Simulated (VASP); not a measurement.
# Ag (Pm-3m) in VASP: a series of runs, part 2 of 2

VASP 6.6.1. The steps go on from the part before.

## Step 3: Single point, PBE

This run uses another cell than the first one, of 17.40 Å³/atom.

INCAR

```
SYSTEM = Ag
PREC = Accurate
ENCUT = 500
EDIFF = 1E-6
ISMEAR = -1
SIGMA = 0.1
LREAL = .FALSE.
LASPH = .TRUE.
NELM = 120
ALGO = Normal
ISIF = 2
LWAVE = .FALSE.
LCHARG = .FALSE.
GGA = PE
NBANDS = 12
GGA_COMPAT = .FALSE.
```

KPOINTS

```
regular mesh
0
G
  16 16 16
  0 0 0
```

POSCAR

```
Ag
1.0
    2.5911088421      0.0000000000      0.0000000000
    0.0000000000      2.5911088421      0.0000000000
    0.0000000000      0.0000000000      2.5911088421
Ag
1
Direct
    0.0000000000      0.0000000000      0.0000000000
```

Potentials or basis: VASP PAW PBE potentials, release 64 (Ag).

Started as:

```
> cat potpaw_PBE.64/Ag/POTCAR > POTCAR
> mpirun -np 1 vasp_std > vasp.out
```

OUTCAR:

```text
SYSTEM = Ag
   PREC = Accurate
   ENCUT = 500
   EDIFF = 1E-6
   ISMEAR = -1
   LREAL = .FALSE.
   LASPH = .TRUE.
   NELM = 120
   ISIF = 2
   GGA = PE

 ion  position               nearest neighbor table
   1  0.000  0.000  0.000-

  LATTYP: Found a simple cubic cell.
 ALAT       =     2.5911088421

  Lattice vectors:

 A1 = (   2.5911088421,   0.0000000000,   0.0000000000)
 A2 = (   0.0000000000,   2.5911088421,   0.0000000000)
 A3 = (   0.0000000000,   0.0000000000,   2.5911088421)

Analysis of symmetry for initial positions (statically):
=====================================================================
 Subroutine PRICEL returns:
 Original cell was already a primitive cell.

 Routine SETGRP: Setting up the symmetry group for a
 simple cubic supercell.

 Subroutine GETGRP returns: Found 48 space group operations
 (whereof 48 operations were pure point group operations)
 out of a pool of 48 trial point group operations.

The static configuration has the point symmetry O_h .

Analysis of symmetry for dynamics (positions and initial velocities):
[... 167 lines left out ...]
      2       1.4282      2.00000
      3       1.4282      2.00000
      4       5.3263      2.00000
      5       5.3263      2.00000
      6       5.3263      2.00000
      7      23.3463      0.00000
      8      23.3463      0.00000
      9      23.3463      0.00000
     10      29.3117      0.00000
     11      29.3117      0.00000
     12      29.8195      0.00000
[... 331 lines left out ...]
 k-point    24 :       0.5000    0.1250    0.0000
  band No.  band energies     occupation
      1       1.9808      2.00000
      2       2.6252      2.00000
      3       3.3779      2.00000
      4       4.0622      2.00000
      5       5.2577      2.00000
      6       7.9264      1.61593
      7      10.6232      0.00000
      8      25.0137      0.00000
      9      26.8498      0.00000
     10      27.6584      0.00000
     11      30.1688      0.00000
     12      33.3413      0.00000

 [... further k-points ...]

------------------------ aborting loop because EDIFF is reached ----------------------------------------

  FORCE on cell =-STRESS in cart. coord.  units (eV):
  Direction    XX          YY          ZZ          XY          YZ          ZX
  --------------------------------------------------------------------------------------
  -------------------------------------------------------------------------------------
  Total        2.1409514      2.1409514      2.1409514     -0.0000000      0.0000000     -0.0000000
  in kB      197.1788898    197.1788898    197.1788898     -0.0000000      0.0000000     -0.0000000
  external PRESSURE =     197.1788898 kB  Pullay stress =       0.0000000 kB

 VOLUME and BASIS-vectors are now :
 -----------------------------------------------------------------------------
  energy-cutoff  :      500.00
  volume of cell :       17.40
      direct lattice vectors                 reciprocal lattice vectors
     2.591108842  0.000000000  0.000000000     0.385935158  0.000000000  0.000000000
     0.000000000  2.591108842  0.000000000     0.000000000  0.385935158  0.000000000
     0.000000000  0.000000000  2.591108842     0.000000000  0.000000000  0.385935158

 POSITION                                       TOTAL-FORCE (eV/Angst)
 -----------------------------------------------------------------------------------
      0.00000      0.00000      0.00000         0.000000      0.000000      0.000000
 -----------------------------------------------------------------------------------
    total drift:                               -0.000000      0.000000     -0.000000

  FREE ENERGIE OF THE ION-ELECTRON SYSTEM (eV)
  ---------------------------------------------------
  free  energy   TOTEN  =        -2.2191974216 eV

  energy  without entropy=       -2.2112658909  energy(sigma->0) =       -2.21523166
```

OSZICAR:

```text
N       E                     dE             d eps       ncg     rms          rms(c)
DAV:   1     0.505850858966E+02    0.50585E+02   -0.53631E+03  4024   0.795E+02
DAV:   2    -0.165687891850E+01   -0.52242E+02   -0.48952E+02  4620   0.190E+02
DAV:   3    -0.245057016401E+01   -0.79369E+00   -0.79334E+00  4584   0.245E+01
DAV:   4    -0.245325461398E+01   -0.26844E-02   -0.26844E-02  4408   0.146E+00
DAV:   5    -0.245327808407E+01   -0.23470E-04   -0.23469E-04  4624   0.125E-01    0.609E+00
DAV:   6    -0.223531941532E+01    0.21796E+00   -0.76628E-01  4248   0.789E+00    0.387E+00
DAV:   7    -0.222287172967E+01    0.12448E-01   -0.15134E-02  4532   0.111E+00    0.203E+00
DAV:   8    -0.221918316173E+01    0.36886E-02   -0.10858E-03  4432   0.263E-01    0.923E-02
DAV:   9    -0.221919165002E+01   -0.84883E-05   -0.96457E-06  4388   0.235E-02    0.142E-02
DAV:  10    -0.221919798937E+01   -0.63394E-05   -0.44159E-06  4516   0.181E-02    0.600E-03
DAV:  11    -0.221919742162E+01    0.56775E-06   -0.11713E-07  2276   0.285E-03
   1 F= -.22191974E+01 E0= -.22152317E+01  d E =-.793153E-02
```

stdout:

```text
POSCAR found type information on POSCAR Ag
 POSCAR found :  1 types and       1 ions
 scaLAPACK will be used
 LDA part: xc-table for (Slater+PW92), standard interpolation
 POSCAR, INCAR and KPOINTS ok, starting setup
 FFT: planning ... GRIDC
 FFT: planning ... GRID_SOFT
 FFT: planning ... GRID
 WAVECAR not read
 entering main loop
```

It took 11 s on 1 thread of AMD EPYC 9R45 (Zen 5), shared host; peak memory 0.11 GiB.

Results:

```yaml
Free_energy: -2.2192 eV
Pressure: 19.7 GPa
Band_gap_on_the_k_mesh: zero (an odd number of electrons rules out a gap without spin polarisation)
```

Caveat: the cell stands under pressure.

## Step 4: Single point, PBE

This run uses another cell than the first one, of 18.66 Å³/atom.

INCAR

```
SYSTEM = Ag
ALGO = Normal ; EDIFF = 1E-6
ENCUT = 500 ; GGA = PE
GGA_COMPAT = .FALSE. ; ISIF = 2
ISMEAR = -1 ; LASPH = .TRUE.
LCHARG = .FALSE. ; LREAL = .FALSE.
LWAVE = .FALSE. ; NBANDS = 12
NELM = 120 ; PREC = Accurate
SIGMA = 0.1
```

KPOINTS

```
k-points
0
G
  16 16 16
  0 0 0
```

POSCAR

```
Ag
1.0
    2.6523585281      0.0000000000      0.0000000000
    0.0000000000      2.6523585281      0.0000000000
    0.0000000000      0.0000000000      2.6523585281
Ag
1
Direct
    0.0000000000      0.0000000000      0.0000000000
```

Started as:

```
> cat potpaw_PBE.64/Ag/POTCAR > POTCAR
> mpirun -np 1 vasp_std > vasp.out
```

It took 11 s on 1 thread of AMD EPYC 9R45 (Zen 5), shared host; peak memory 0.11 GiB.

The run converged. Its results:

```yaml
Free_energy: -2.3333 eV
Pressure: 9.8 GPa
Band_gap_on_the_k_mesh: zero (an odd number of electrons rules out a gap without spin polarisation)
```

Levels at points of the mesh, in eV from the Fermi level:
| k point | band 1 | band 2 | band 3 | band 4 | band 5 | band 6 | band 7 | band 8 | band 9 | band 10 |
| --- | --- | --- | --- | --- | --- | --- | --- | --- | --- | --- |
| (0.00, 0.00, 0.00) | -7.00 | -6.24 | -6.24 | -2.77 | -2.77 | -2.77 | 14.74 | 14.74 | 14.74 | 20.32 |
| (0.50, 0.00, 0.00) | -5.88 | -5.55 | -3.91 | -3.91 | -2.66 | -0.78 | 2.12 | 17.44 | 19.70 | 20.38 |
| (0.50, 0.50, 0.00) | -6.26 | -5.33 | -3.70 | -3.70 | -1.87 | 3.99 | 3.99 | 8.47 | 10.06 | 22.22 |
| (0.50, 0.50, 0.50) | -5.64 | -5.64 | -5.64 | -1.80 | -1.80 | 9.10 | 9.10 | 9.10 | 10.25 | 15.15 |

Caveat: the cell stands under pressure.

## Step 5: Single point, PBE

This run uses another cell than the first one, of 20.80 Å³/atom.

INCAR

```
  ALGO = Normal
  EDIFF = 1E-6
  ENCUT = 500
  GGA = PE
  GGA_COMPAT = F
  ISIF = 2
  ISMEAR = -1
  LASPH = T
  LCHARG = T
  LELF = T
  LREAL = F
  LVHAR = T
  LWAVE = F
  NBANDS = 12
  NELM = 120
  PREC = Accurate
  SIGMA = 0.1
```

KPOINTS

```
k-points
0
Gamma
  16 16 16
```

POSCAR

```
Ag
1.0
    2.7502109062      0.0000000000      0.0000000000
    0.0000000000      2.7502109062      0.0000000000
    0.0000000000      0.0000000000      2.7502109062
Ag
1
Direct
    0.0000000000      0.0000000000      0.0000000000
```

Started as:

```
> cat potpaw_PBE.64/Ag/POTCAR > POTCAR
> mpirun -np 1 vasp_std > vasp.out
```

Wall time 12 s (1 thread of AMD EPYC 9R45 (Zen 5), shared host); peak memory 0.12 GiB.

Results (log left out):

- Free energy: -2.3918 eV
- Pressure: 0.0 GPa
- Band gap on the k mesh: zero (an odd number of electrons rules out a gap without spin polarisation)

Levels at points of the mesh, in eV from the Fermi level:
```csv
k point,band 2,band 3,band 4,band 5,band 6,band 7,band 8,band 9
"(0.00, 0.00, 0.00)",-5.69,-5.69,-2.80,-2.80,-2.80,13.91,13.91,13.91
"(0.50, 0.00, 0.00)",-5.10,-3.73,-3.73,-2.71,-0.48,1.63,16.98,18.78
"(0.50, 0.50, 0.00)",-4.93,-3.57,-3.57,-2.05,3.85,3.85,7.33,9.45
"(0.50, 0.50, 0.50)",-5.15,-5.15,-1.99,-1.99,8.42,8.42,8.42,10.19
```

## Step 6: Relaxation of cell and atoms, PBE

This run uses another cell than the first one, of 18.82 Å³/atom.

INCAR

```
SYSTEM = Ag
ALGO = Normal
EDIFF = 1E-7
EDIFFG = -0.03
ENCUT = 500
GGA = PE
GGA_COMPAT = .FALSE.
IBRION = 2
ISIF = 3
ISMEAR = -1
LASPH = .TRUE.
LCHARG = .FALSE.
LREAL = .FALSE.
LWAVE = .FALSE.
NELM = 120
NELMIN = 4
NSW = 80
PREC = Accurate
SIGMA = 0.1
```

KPOINTS

```
k-points
0
G
  16 16 16
  0 0 0
```

POSCAR

```
Ag
1.0
    2.6600000000      0.0000000000      0.0000000000
    0.0000000000      2.6600000000      0.0000000000
    0.0000000000      0.0000000000      2.6600000000
Ag
1
Direct
    0.0000000000      0.0000000000      0.0000000000
```

Potentials or basis: VASP PAW PBE potentials, release 64 (Ag).

Started as:

```
> cat potpaw_PBE.64/Ag/POTCAR > POTCAR
> mpirun -np 1 vasp_std > vasp.out
```

Wall time 25 s (1 thread of AMD EPYC 9R45 (Zen 5), shared host); peak memory 0.12 GiB.

Results (log left out):

```
Free energy                           : -2.3916 eV
Relaxed volume                        : 20.80 Å³/atom
Relaxed cell                          : a = 2.750 Å, b = 2.750 Å, c = 2.750 Å, α = 90.00°, β = 90.00°, γ = 90.00°
Space group after relaxing (to 0.1 Å) : Pm-3m (No. 221)
Energy gained by relaxing             : 48.9 meV/atom
Ionic steps                           : 3
Pressure after relaxing               : 0.0 GPa
Band gap on the k mesh                : zero (an odd number of electrons rules out a gap without spin polarisation)
```

The path:
| step | energy change (eV) | largest force (eV/Å) | pressure (GPa) | volume (Å³) |
| --- | --- | --- | --- | --- |
| 1 | 0.0000 | 0.0000 | 8.82 | 18.82 |
| 2 | -0.0403 | 0.0000 | -2.68 | 21.79 |
| 3 | -0.0489 | 0.0000 | 0.04 | 20.80 |

Final structure:
```cif
data_structure
_symmetry_space_group_name_H-M 'P 1'
_symmetry_Int_Tables_number 1
_cell_length_a 2.7500
_cell_length_b 2.7500
_cell_length_c 2.7500
_cell_angle_alpha 90.000
_cell_angle_beta 90.000
_cell_angle_gamma 90.000
_cell_volume 20.80
loop_
_atom_site_label
_atom_site_type_symbol
_atom_site_fract_x
_atom_site_fract_y
_atom_site_fract_z
_atom_site_occupancy
Ag1 Ag 0.00000 0.00000 0.00000 1
```

Levels at points of the mesh, in eV from the Fermi level:
| k point | band 3 | band 4 | band 5 | band 6 | band 7 | band 8 |
| --- | --- | --- | --- | --- | --- | --- |
| (0.00, 0.00, 0.00) | -5.69 | -2.80 | -2.80 | -2.80 | 13.91 | 13.91 |
| (0.50, 0.00, 0.00) | -3.73 | -3.73 | -2.71 | -0.48 | 1.63 | 16.98 |
| (0.50, 0.50, 0.00) | -3.57 | -3.57 | -2.05 | 3.85 | 3.85 | 7.33 |
| (0.50, 0.50, 0.50) | -5.15 | -1.99 | -1.99 | 8.42 | 8.42 | 8.42 |

## Step 7: The runs side by side

```csv
task,cell,gap on the mesh (eV),pressure (GPa)
single point,"a = 2.546 Å, 1 atom",none,29.6
single point,"a = 2.591 Å, 1 atom",none,19.7
single point,"a = 2.652 Å, 1 atom",none,9.8
single point,"a = 2.750 Å, 1 atom",none,0.0
relaxation of cell and atoms,"relaxed from a = 2.660 Å, 1 atom",none,0.0
```

Alike in all rows: level PBE; potentials or basis VASP PAW PBE potentials, release 64 (Ag); no spin polarisation; k mesh 16 × 16 × 16; cutoff (eV) 500; smearing fermi-dirac 0.1 eV.

Caveats: the cell stands under pressure (at least some runs).

Absolute energies hang on the potentials; compare differences alone.
